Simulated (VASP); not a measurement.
# TaN (P6/mmm) in VASP: single point with r2SCAN

Aim: the single point of TaN with r2SCAN.

All numbers are computed with VASP 6.6.1; they aren't measurements. Logs are shortened: lines on timing, memory, paths and dates and some standing lists are left out, and cuts for length are marked.

## (1) The cell of the first run

Symmetry: P6/mmm, No. 191, hexagonal system. The conventional cell has a = 5.075 Å, b = 5.075 Å, c = 3.095 Å, α = 90.00°, β = 90.00°, γ = 120.00°. Ta (site symmetry 6/mmm) has 6 N at 2.54 Å and 14 Ta at 3.10 to 3.31 Å within 3.4 Å. Ta (site symmetry -6m2) has 6 N at 2.13 Å within 2.8 Å. N (site symmetry mmm) has 6 Ta at 2.13 to 2.54 Å and 4 N at 2.54 Å within 2.8 Å.

## (2) Single point, r2SCAN

POSCAR

```
TaN
1.0
    5.0754481979      0.0000000000      0.0000000000
   -2.5377240990      4.3954670750      0.0000000000
    0.0000000000      0.0000000000      3.0953369529
Ta N
3 3
Direct
    0.0000000000      0.0000000000      0.0000000000
    0.3333333333      0.6666666667      0.5000000000
    0.6666666667      0.3333333333      0.5000000000
    0.5000000000      0.0000000000      0.0000000000
    0.5000000000      0.5000000000      0.0000000000
    0.0000000000      0.5000000000      0.0000000000
```

INCAR.step1

```
  PREC = Accurate
  ENCUT = 520
  ISMEAR = 0
  SIGMA = 0.15
  LREAL = False
  LASPH = True
  NELM = 60
  NBANDS = 33
  GGA = PE
  ALGO = Normal
  EDIFF = 1E-4
  LWAVE = True
  LCHARG = False
```

INCAR.step2

```
  PREC = Accurate
  ENCUT = 520
  EDIFF = 1E-6
  ISMEAR = 0
  SIGMA = 0.15
  LREAL = False
  LASPH = True
  NELM = 60
  ALGO = Normal
  ISIF = 2
  LWAVE = False
  LCHARG = False
  METAGGA = R2SCAN
  LMIXTAU = True
  NBANDS = 33
  ISTART = 1
```

KPOINTS

```
Automatic mesh
0
Gamma
  12 12 18
```

Potentials or basis: VASP PAW PBE potentials, release 64 (Ta_pv, N).

Launch:

```
$ cat potpaw_PBE.64/Ta_pv/POTCAR potpaw_PBE.64/N/POTCAR > POTCAR
$ cp INCAR.step1 INCAR
$ mpirun -np 1 vasp_std > vasp.out
$ cp INCAR.step2 INCAR
$ mpirun -np 1 vasp_std > vasp.out
```

OUTCAR:

```text
PREC = Accurate
   ENCUT = 520
   EDIFF = 1E-6
   ISMEAR = 0
   LREAL = False
   LASPH = True
   NELM = 60
   ISIF = 2
   METAGGA = R2SCAN
   ISTART = 1

 ion  position               nearest neighbor table
   1  0.000  0.000  0.000-   5 2.54   5 2.54   4 2.54   4 2.54   6 2.54   6 2.54   3 3.31   3 3.31
                             2 3.31   2 3.31   2 3.31   3 3.31   2 3.31   3 3.31   2 3.31   3 3.31
   2  0.333  0.667  0.500-   6 2.13   6 2.13   4 2.13   4 2.13   5 2.13   5 2.13   3 2.93   3 2.93
                             3 2.93   1 3.31   1 3.31   1 3.31   1 3.31   1 3.31   1 3.31
   3  0.667  0.333  0.500-   6 2.13   6 2.13   4 2.13   4 2.13   5 2.13   5 2.13   2 2.93   2 2.93
                             2 2.93   1 3.31   1 3.31   1 3.31   1 3.31   1 3.31   1 3.31
   4  0.500  0.000  0.000-   2 2.13   3 2.13   2 2.13   3 2.13   1 2.54   1 2.54
   5  0.500  0.500  0.000-   2 2.13   3 2.13   2 2.13   3 2.13   1 2.54   1 2.54
   6  0.000  0.500  0.000-   2 2.13   3 2.13   2 2.13   3 2.13   1 2.54   1 2.54

  LATTYP: Found a hexagonal cell.
 ALAT       =     5.0754481979
 C/A-ratio  =     0.6098647513

  Lattice vectors:

 A1 = (   5.0754481979,   0.0000000000,   0.0000000000)
 A2 = (  -2.5377240990,   4.3954670750,   0.0000000000)
 A3 = (   0.0000000000,   0.0000000000,   3.0953369529)

Analysis of symmetry for initial positions (statically):
=====================================================================
 Subroutine PRICEL returns:
 Original cell was already a primitive cell.

 Routine SETGRP: Setting up the symmetry group for a
 hexagonal supercell.

 Subroutine GETGRP returns: Found 24 space group operations
 (whereof 24 operations were pure point group operations)
 out of a pool of 24 trial point group operations.

The static configuration has the point symmetry D_6h.

Analysis of symmetry for dynamics (positions and initial velocities):
=====================================================================
 Subroutine PRICEL returns:
 Original cell was already a primitive cell.

 Routine SETGRP: Setting up the symmetry group for a
 hexagonal supercell.

 Subroutine GETGRP returns: Found 24 space group operations
 (whereof 24 operations were pure point group operations)
 out of a pool of 24 trial point group operations.

The dynamic configuration has the point symmetry D_6h.

 Subroutine INISYM returns: Found 24 space group operations
 (whereof 24 operations are pure point group operations),
 and found     1 'primitive' translations

----------------------------------------------------------------------------------------

                                     Primitive cell

  volume of cell :      69.0538

  direct lattice vectors                    reciprocal lattice vectors
     5.075448198  0.000000000  0.000000000     0.197026935  0.113753554  0.000000000
    -2.537724099  4.395467075  0.000000000     0.000000000  0.227507107  0.000000000
     0.000000000  0.000000000  3.095336953     0.000000000  0.000000000  0.323066605

  length of vectors
     5.075448198  5.075448198  3.095336953     0.227507107  0.227507107  0.323066605

  position of ions in fractional coordinates (direct lattice)
     0.000000000  0.000000000  0.000000000
     0.333333333  0.666666667  0.500000000
     0.666666667  0.333333333  0.500000000
     0.500000000  0.000000000  0.000000000
     0.500000000  0.500000000  0.000000000
     0.000000000  0.500000000  0.000000000

  ion indices of the primitive-cell ions
   primitive index   ion index
                 1           1
                 2           2
                 3           3
                 4           4
                 5           5
                 6           6

----------------------------------------------------------------------------------------

 KPOINTS: Automatic mesh

Automatic generation of k-mesh.
 Grid dimensions read from file:
 generate k-points for:   12   12   18

 Generating k-lattice:

  Cartesian coordinates                     Fractional coordinates (reciprocal lattice)
     0.016418911  0.009479463  0.000000000     0.083333333  0.000000000  0.000000000
     0.000000000  0.018958926  0.000000000     0.000000000  0.083333333  0.000000000
     0.000000000  0.000000000  0.017948145     0.000000000  0.000000000  0.055555556

  Length of vectors
     0.018958926  0.018958926  0.017948145

  Shift w.r.t. Gamma in fractional coordinates (k-lattice)
     0.000000000  0.000000000  0.000000000

 Subroutine IBZKPT returns following result:
 ===========================================

 Found    190 irreducible k-points:

 Following reciprocal coordinates:
            Coordinates               Weight
  0.000000  0.000000  0.000000      1.000000
  0.083333  0.000000  0.000000      6.000000
  0.166667  0.000000  0.000000      6.000000
  0.250000  0.000000  0.000000      6.000000
  0.333333  0.000000  0.000000      6.000000
  0.416667  0.000000  0.000000      6.000000
[... 16 lines left out ...]
  0.250000  0.000000  0.055556     12.000000
  0.333333  0.000000  0.055556     12.000000
 [... further k-points ...]
   k-points           NKPTS =    190   k-points in BZ     NKDIM =    190   number of bands    NBANDS=     33
   number of dos      NEDOS =    301   number of ions     NIONS =      6
   total plane-waves  NPLWV =  38400
   dimension x,y,z NGX =    40 NGY =   40 NGZ =   24
   dimension x,y,z NGXF=    80 NGYF=   80 NGZF=   48
   ions per type =               3   3
   NGX,Y,Z   is equivalent  to a cutoff of  13.10, 13.10, 12.89 a.u.
   NGXF,Y,Z  is equivalent  to a cutoff of  26.20, 26.20, 25.78 a.u.
 SYSTEM =  unknown system
   PREC   = accura    normal or accurate (medium, high low for compatibility)
   ISTART =      1    job   : 0-new  1-cont  2-samecut
   ICHARG =      0    charge: 1-file 2-atom 10-const
   ISPIN  =      1    spin polarized calculation?
   LNONCOLLINEAR =      F non collinear calculations
   LSORBIT =      F    spin-orbit coupling
   LASPH  =      T    aspherical Exc in radial PAW
   ENCUT  =  520.0 eV  38.22 Ry    6.18 a.u.   9.44  9.44  5.76*2*pi/ulx,y,z
   NELM   =     60;   NELMIN=  2; NELMDL=  0     # of ELM steps
   EDIFF  = 0.1E-05   stopping-criterion for ELM
   LREAL  =      F    real-space projection
[... 7 lines left out ...]
   TEBEG  =    0.0;   TEEND  =   0.0 temperature during run
   PSTRESS=    0.0 pullay stress
   NELECT =      48.0000    total number of electrons
   NUPDOWN=      -1.0000    fix difference up-down
   EMIN   =  10.00;   EMAX   =-10.00  energy-range for DOS
   EFERMI =   0.00;   METHOD = LEGACY
   ISMEAR =     0;   SIGMA  =   0.15  broadening in eV -4-tet -1-fermi 0-gaus
   EFERMI_NEDOS =   21; number of points for ismear=-14 and -15
   IALGO  =     38    algorithm
   IMIX   =      4    mixing-type and parameters
     AMIX     =   0.40;   BMIX     =  1.00
     AMIX_MAG =   1.60;   BMIX_MAG =  1.00
  volume/ion in A,a.u.               =      11.51        77.67
  Fermi-wavevector in a.u.,A,eV,Ry     =   1.450194  2.740469 28.613907  2.103063
  Thomas-Fermi vector in A             =   2.567834
   LORBIT       =      0    0 simple, 1 ext, 2 COOP (PROOUT), +10 PAW based schemes
   METAGGA = R2SCAN    functional components
   LHFCALC =     F    Hartree Fock is set to
   AEXX    =    0.0000 exact exchange contribution
   IVDW    =     0    specifies the selected vdW correction
   LEPSILON=     F    determine dielectric tensor
   LRPA    =     F    only Hartree local field effects (RPA)
 non-spin polarized calculation
 Gauss-broadening in eV      SIGMA  =   0.15
  energy-cutoff  :      520.00
  volume of cell :       69.05
 maximum number of plane-waves:      1890
 NGX is ok and might be reduce to    40
   NGX = 19   NGY = 19   NGZ = 11

 number of electron      48.0000002 magnetization

 Free energy of the ion-electron system (eV)
  ---------------------------------------------------
  ext. energy  EPLUGINS =         0.00000000
  ---------------------------------------------------
  free energy    TOTEN  =      -177.90914216 eV

  energy without entropy =     -177.89412777  energy(sigma->0) =     -177.90163497

 E-fermi :   8.0076     XC(G=0): -13.9740

 val. band max:        8.0030916516   @ k =   0.3333   0.0833   0.1111
 cond. band min:       8.0218974791   @ k =   0.1667   0.0833   0.1667
 fundamental gap:      0.0188058274
 Fermi energy:         8.0075531552

 k-point     1 :       0.0000    0.0000    0.0000
  band No.  band energies     occupation
      1     -29.6195      2.00000
      2     -29.6195      2.00000
      3     -29.2521      2.00000
      4     -29.2521      2.00000
      5     -29.1039      2.00000
      6     -28.9656      2.00000
[... 25 lines left out ...]
     32      11.0482      0.00000
     33      11.0680      0.00000

 k-point     2 :       0.0833    0.0000    0.0000
  band No.  band energies     occupation
      1     -29.6270      2.00000
      2     -29.6178      2.00000
      3     -29.2418      2.00000
      4     -29.2403      2.00000
      5     -29.1011      2.00000
      6     -28.9803      2.00000
[... 25 lines left out ...]
     32      11.0695      0.00000
     33      11.0730      0.00000

 k-point     3 :       0.1667    0.0000    0.0000
  band No.  band energies     occupation
      1     -29.6459      2.00000
      2     -29.6096      2.00000
      3     -29.2145      2.00000
      4     -29.2105      2.00000
      5     -29.0932      2.00000
      6     -29.0213      2.00000
[... 25 lines left out ...]
     32      11.0963      0.00000
     33      11.1493      0.00000

 k-point     4 :       0.2500    0.0000    0.0000
  band No.  band energies     occupation
      1     -29.6689      2.00000
      2     -29.5896      2.00000
      3     -29.1792      2.00000
      4     -29.1775      2.00000
      5     -29.0811      2.00000
      6     -29.0766      2.00000
[... 673 lines left out ...]
     32      11.1165      0.00000
     33      11.4318      0.00000

 k-point    23 :       0.2500    0.0000    0.0556
  band No.  band energies     occupation
      1     -29.6652      2.00000
      2     -29.5863      2.00000
      3     -29.1775      2.00000
      4     -29.1751      2.00000
      5     -29.1096      2.00000
      6     -29.0653      2.00000
[... 25 lines left out ...]
     32      11.3564      0.00000
     33      11.4235      0.00000

 k-point    24 :       0.3333    0.0000    0.0556
  band No.  band energies     occupation
      1     -29.6855      2.00000
      2     -29.5522      2.00000
      3     -29.1938      2.00000
      4     -29.1355      2.00000
      5     -29.1149      2.00000
      6     -29.0670      2.00000
[... 25 lines left out ...]
     32      11.4195      0.00000
     33      11.6118      0.00000

 [... further k-points ...]

------------------------ aborting loop because EDIFF is reached ----------------------------------------

  FORCE on cell =-STRESS in cart. coord.  units (eV):
  Direction    XX          YY          ZZ          XY          YZ          ZX
  --------------------------------------------------------------------------------------
  -------------------------------------------------------------------------------------
  Total        2.8715972      2.8715972    -11.9451074     -0.0000000     -0.0000000      0.0000000
  in kB       66.6264596     66.6264596   -277.1489760     -0.0000000     -0.0000000      0.0000000
  external PRESSURE =     -47.9653523 kB  Pullay stress =       0.0000000 kB

 VOLUME and BASIS-vectors are now :
 -----------------------------------------------------------------------------
  energy-cutoff  :      520.00
  volume of cell :       69.05
      direct lattice vectors                 reciprocal lattice vectors
     5.075448198  0.000000000  0.000000000     0.197026935  0.113753554  0.000000000
    -2.537724099  4.395467075  0.000000000     0.000000000  0.227507107  0.000000000
     0.000000000  0.000000000  3.095336953     0.000000000  0.000000000  0.323066605

 POSITION                                       TOTAL-FORCE (eV/Angst)
 -----------------------------------------------------------------------------------
      0.00000      0.00000      0.00000         0.000000      0.000000      0.000000
     -0.00000      2.93031      1.54767         0.000000      0.000000      0.000000
      2.53772      1.46516      1.54767        -0.000000      0.000000     -0.000000
      2.53772      0.00000      0.00000         0.000000      0.000000      0.000000
      1.26886      2.19773      0.00000         0.000000      0.000000      0.000000
     -1.26886      2.19773      0.00000         0.000000      0.000000      0.000000
 -----------------------------------------------------------------------------------
    total drift:                               -0.000000      0.000000     -0.000000

  FREE ENERGIE OF THE ION-ELECTRON SYSTEM (eV)
  ---------------------------------------------------
  free  energy   TOTEN  =      -177.9091421632 eV

  energy  without entropy=     -177.8941277721  energy(sigma->0) =     -177.90163497
```

It took 14 min on 1 thread of AMD EPYC 9R45 (Zen 5), shared host; peak memory 0.42 GiB.

What came out:

```
Free energy            : -177.9091 eV
Pressure               : -4.8 GPa
Band gap on the k mesh : zero (bands 24 and 25 overlap by 1.12 eV)
```

Caveat: the stress differs along the axes, from -28 to 7 GPa; the PAW data sets were made with another functional, which shifts forces and pressure a little; spin-orbit coupling is left out, which moves the levels of the heavy elements.
